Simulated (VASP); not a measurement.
# Ta (Fm-3m) in VASP: further runs

The runs below take Ta through single point, with PBE, HSE06.

Program: VASP 6.6.1. These are calculated values, not measurements. Logs are shortened: lines on timing, memory, paths and dates and some standing lists are left out, and cuts for length are marked.

## Step 1: The cell of the first run

The structure is cubic, space group Fm-3m (No. 225). Conventional cell: a = 4.223 Å, b = 4.223 Å, c = 4.223 Å, α = 90.00°, β = 90.00°, γ = 90.00°. Ta (site symmetry m-3m) has 12 Ta at 2.99 Å within 3.9 Å.

This isn't the form of Ta at room conditions, which is bcc.

## Step 2: Single point, PBE

The input, INCAR:

```
  PREC = Accurate
  ENCUT = 520
  EDIFF = 1E-6
  ISMEAR = -1
  SIGMA = 0.1
  LREAL = F
  LASPH = T
  NELM = 100
  ALGO = Normal
  ISIF = 2
  LWAVE = F
  LCHARG = F
  GGA = PE
  NBANDS = 12
```

The input, KPOINTS:

```
regular mesh
0
Gamma
  7 7 7
```

The input, POSCAR:

```
Ta
1.0
    0.0000000000      2.1115012877      2.1115012877
    2.1115012877      0.0000000000      2.1115012877
    2.1115012877      2.1115012877      0.0000000000
Ta
1
Direct
    0.0000000000      0.0000000000      0.0000000000
```

Potentials or basis: VASP PAW PBE potentials, release 64 (Ta_pv).

Started as:

```
cat potpaw_PBE.64/Ta_pv/POTCAR > POTCAR
mpirun -np 1 vasp_std > vasp.out
```

OUTCAR:

```text
PREC = Accurate
   ENCUT = 520
   EDIFF = 1E-6
   ISMEAR = -1
   LREAL = F
   LASPH = T
   NELM = 100
   ISIF = 2
   GGA = PE

 ion  position               nearest neighbor table
   1  0.000  0.000  0.000-

  LATTYP: Found a face centered cubic cell.
 ALAT       =     4.2230025754

  Lattice vectors:

 A1 = (   0.0000000000,   2.1115012877,   2.1115012877)
 A2 = (   2.1115012877,   0.0000000000,   2.1115012877)
 A3 = (   2.1115012877,   2.1115012877,   0.0000000000)

Analysis of symmetry for initial positions (statically):
=====================================================================
 Subroutine PRICEL returns:
 Original cell was already a primitive cell.

 Routine SETGRP: Setting up the symmetry group for a
 face centered cubic supercell.

 Subroutine GETGRP returns: Found 48 space group operations
 (whereof 48 operations were pure point group operations)
 out of a pool of 48 trial point group operations.

The static configuration has the point symmetry O_h .

Analysis of symmetry for dynamics (positions and initial velocities):
=====================================================================
 Subroutine PRICEL returns:
 Original cell was already a primitive cell.

 Routine SETGRP: Setting up the symmetry group for a
 face centered cubic supercell.

 Subroutine GETGRP returns: Found 48 space group operations
 (whereof 48 operations were pure point group operations)
 out of a pool of 48 trial point group operations.

The dynamic configuration has the point symmetry O_h .

 Subroutine INISYM returns: Found 48 space group operations
 (whereof 48 operations are pure point group operations),
 and found     1 'primitive' translations

----------------------------------------------------------------------------------------

                                     Primitive cell

  volume of cell :      18.8280

  direct lattice vectors                    reciprocal lattice vectors
     0.000000000  2.111501288  2.111501288    -0.236798340  0.236798340  0.236798340
     2.111501288  0.000000000  2.111501288     0.236798340 -0.236798340  0.236798340
     2.111501288  2.111501288  0.000000000     0.236798340  0.236798340 -0.236798340

  length of vectors
     2.986113758  2.986113758  2.986113758     0.410146756  0.410146756  0.410146756

  position of ions in fractional coordinates (direct lattice)
     0.000000000  0.000000000  0.000000000

  ion indices of the primitive-cell ions
   primitive index   ion index
                 1           1
[... 73 lines left out ...]
   ISIF   =      2    stress and relaxation
   ISYM   =      2    0-nonsym 1-usesym 2-fastsym
   POTIM  = 0.5000    time-step for ionic-motion
   TEBEG  =    0.0;   TEEND  =   0.0 temperature during run
   PSTRESS=    0.0 pullay stress
   NELECT =      11.0000    total number of electrons
   NUPDOWN=      -1.0000    fix difference up-down
   EMIN   =  10.00;   EMAX   =-10.00  energy-range for DOS
   EFERMI =   0.00;   METHOD = LEGACY
   ISMEAR =    -1;   SIGMA  =   0.10  broadening in eV -4-tet -1-fermi 0-gaus
   EFERMI_NEDOS =   21; number of points for ismear=-14 and -15
   IALGO  =     38    algorithm
   IMIX   =      4    mixing-type and parameters
     AMIX     =   0.40;   BMIX     =  1.00
     AMIX_MAG =   1.60;   BMIX_MAG =  1.00
  volume/ion in A,a.u.               =      18.83       127.06
  Fermi-wavevector in a.u.,A,eV,Ry     =   1.368583  2.586246 25.483965  1.873019
  Thomas-Fermi vector in A             =   2.494534
   LORBIT       =      0    0 simple, 1 ext, 2 COOP (PROOUT), +10 PAW based schemes
   GGA     = PE    functional components
   LHFCALC =     F    Hartree Fock is set to
   AEXX    =    0.0000 exact exchange contribution
   IVDW    =     0    specifies the selected vdW correction
   LEPSILON=     F    determine dielectric tensor
   LRPA    =     F    only Hartree local field effects (RPA)
 non-spin polarized calculation
  energy-cutoff  :      520.00
  volume of cell :       18.83
 maximum number of plane-waves:       531
 NGX is ok and might be reduce to    24
   NGX = 11   NGY = 11   NGZ = 11

 number of electron      11.0000001 magnetization

 Free energy of the ion-electron system (eV)
  ---------------------------------------------------
  ext. energy  EPLUGINS =         0.00000000
  ---------------------------------------------------
  free energy    TOTEN  =       -11.58172983 eV

  energy without entropy =      -11.53628307  energy(sigma->0) =      -11.55900645

 E-fermi :   5.5608     XC(G=0): -12.3922

 val. band max:        5.4257020114   @ k =  -0.4286   0.2857   0.0000
 cond. band min:       5.6625808302   @ k =   0.4286   0.2857   0.0000
 fundamental gap:      0.2368788188
 Fermi energy:         5.5608318557

 k-point     1 :       0.0000    0.0000    0.0000
  band No.  band energies     occupation
      1     -28.1095      2.00000
      2     -28.1095      2.00000
      3     -28.1095      2.00000
      4      -2.6151      2.00000
      5       5.9614      0.03576
      6       5.9614      0.03576
      7       5.9614      0.03576
      8       8.9504      0.00000
      9       8.9504      0.00000
     10      17.9545      0.00000
     11      19.6659      0.00000
     12      22.7976      0.00000
[... 271 lines left out ...]
 k-point    20 :      -0.2857    0.4286    0.1429
  band No.  band energies     occupation
      1     -28.8094      2.00000
      2     -28.7493      2.00000
      3     -28.4350      2.00000
      4       2.7973      2.00000
      5       3.6541      2.00000
      6       4.9298      1.99637
      7       7.8546      0.00000
      8      11.2769      0.00000
      9      13.6570      0.00000
     10      16.1935      0.00000
     11      17.4619      0.00000
     12      19.6727      0.00000

------------------------ aborting loop because EDIFF is reached ----------------------------------------

  FORCE on cell =-STRESS in cart. coord.  units (eV):
  Direction    XX          YY          ZZ          XY          YZ          ZX
  --------------------------------------------------------------------------------------
  -------------------------------------------------------------------------------------
  Total       -0.0839469     -0.0839469     -0.0839469      0.0000000      0.0000000      0.0000000
  in kB       -7.1435056     -7.1435056     -7.1435056      0.0000000      0.0000000      0.0000000
  external PRESSURE =      -7.1435056 kB  Pullay stress =       0.0000000 kB

 VOLUME and BASIS-vectors are now :
 -----------------------------------------------------------------------------
  energy-cutoff  :      520.00
  volume of cell :       18.83
      direct lattice vectors                 reciprocal lattice vectors
     0.000000000  2.111501288  2.111501288    -0.236798340  0.236798340  0.236798340
     2.111501288  0.000000000  2.111501288     0.236798340 -0.236798340  0.236798340
     2.111501288  2.111501288  0.000000000     0.236798340  0.236798340 -0.236798340

 POSITION                                       TOTAL-FORCE (eV/Angst)
 -----------------------------------------------------------------------------------
      0.00000      0.00000      0.00000         0.000000      0.000000     -0.000000
 -----------------------------------------------------------------------------------
    total drift:                               -0.000000      0.000000      0.000000

  FREE ENERGIE OF THE ION-ELECTRON SYSTEM (eV)
  ---------------------------------------------------
  free  energy   TOTEN  =       -11.5817298342 eV

  energy  without entropy=      -11.5362830699  energy(sigma->0) =      -11.55900645
```

Run time: 8.3 s. Hardware: 1 thread of Intel Xeon Platinum 8259CL at 2.50GHz (Skylake/Cascade Lake), shared host; peak memory 0.13 GiB.

What came out:

* Free energy: -11.5817 eV
* Pressure: -0.7 GPa
* Band gap on the k mesh: zero (an odd number of electrons rules out a gap without spin polarisation)

Caveat: the k points lie up to 0.37 Å⁻¹ apart, too coarse for converged energies and pressures of a metal; spin-orbit coupling is left out, which moves the levels of the heavy elements.

## Step 3: Single point, HSE06

POSCAR is that of step 2.

The input, INCAR.step1:

```
PREC     = Accurate       # precision mode
ENCUT    = 520            # plane-wave cutoff, eV
EDIFF    = 1E-5           # SCF threshold, eV
ISMEAR   = -1             # smearing method
SIGMA    = 0.1            # smearing width, eV
LREAL    = False          # projectors in reciprocal space
LASPH    = True           # aspherical terms in the spheres
NELM     = 60             # most SCF steps
ALGO     = Normal         # electronic algorithm
ISIF     = 2              # what is computed and relaxed
LWAVE    = True           # write WAVECAR
LCHARG   = False          # write CHGCAR
GGA      = PE             # functional
NBANDS   = 12             # bands
```

The input, INCAR.step2:

```
PREC     = Accurate       # precision mode
ENCUT    = 520            # plane-wave cutoff, eV
EDIFF    = 1E-6           # SCF threshold, eV
ISMEAR   = -1             # smearing method
SIGMA    = 0.1            # smearing width, eV
LREAL    = False          # projectors in reciprocal space
LASPH    = True           # aspherical terms in the spheres
NELM     = 60             # most SCF steps
ALGO     = Normal         # electronic algorithm
ISIF     = 2              # what is computed and relaxed
LWAVE    = False          # write WAVECAR
LCHARG   = False          # write CHGCAR
GGA      = PE             # functional
LHFCALC  = True           # exact exchange
HFSCREEN = 0.2079         # screening, 1/A
PRECFOCK = Normal       
ISTART   = 1            
NBANDS   = 12             # bands
```

KPOINTS is that of step 2.

Potentials or basis: VASP PAW PBE potentials, release 64 (Ta_pv).

Started as:

```
cat potpaw_PBE.64/Ta_pv/POTCAR > POTCAR
cp INCAR.step1 INCAR
mpirun -np 1 vasp_std > vasp.out
cp INCAR.step2 INCAR
mpirun -np 1 vasp_std > vasp.out
```

Run time: 30 min. Hardware: 1 thread of Intel Xeon Platinum 8259CL at 2.50GHz (Skylake/Cascade Lake), shared host; peak memory 0.25 GiB.

It converged, with:

```yaml
Free_energy: -13.2490 eV
Pressure: -2.2 GPa
Band_gap_on_the_k_mesh: zero (an odd number of electrons rules out a gap without spin polarisation)
```

Levels at points of the mesh, in eV from the Fermi level:
| k point | band 3 | band 4 | band 5 | band 6 | band 7 | band 8 |
| --- | --- | --- | --- | --- | --- | --- |
| (0.00, 0.00, 0.00) | -36.15 | -9.36 | 0.69 | 0.69 | 0.69 | 4.21 |

Caveat: the k points lie up to 0.37 Å⁻¹ apart, too coarse for converged energies and pressures of a metal; the PAW data sets were made with another functional, which shifts forces and pressure a little; spin-orbit coupling is left out, which moves the levels of the heavy elements.
